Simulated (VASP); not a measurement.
Ni, 1 atom in the cell. It takes space group Fm-3m (No. 225, cubic). Conventional cell: a = 3.475 Å, b = 3.475 Å, c = 3.475 Å, α = 90.00°, β = 90.00°, γ = 90.00°. Within 3.2 Å of Ni (site symmetry m-3m) lie 12 Ni at 2.46 Å. 

* Program: VASP 6.6.1
* Task: single point
* Functional: PBE
* Potentials or basis: VASP PAW PBE potentials, release 64 (Ni)
* Cutoff: 520 eV
* k mesh: 13 × 13 × 13
* Occupations: gaussian, width 0.018 eV
* Spin: collinear spin, ferromagnetic start
* Starting moments: [1.0] μB
* Dipole correction: no
* Further INCAR settings: ALGO = Normal; EDIFF = 1e-07; NBANDS = 15

Potentials or basis: VASP PAW PBE potentials, release 64 (Ni).

Command:

```bash
$ cat potpaw_PBE.64/Ni/POTCAR > POTCAR
$ mpirun -np 1 vasp_std > vasp.out
```

Hardware: 1 thread of Intel Xeon 8259CL, on a shared host.

Question: Estimate the wall time of this run.

Answer: It took 45 s on 1 thread of Intel Xeon 8259CL, with other jobs on the host, peak memory 0.13 GiB. Counts: scf iterations 14, k points 84.
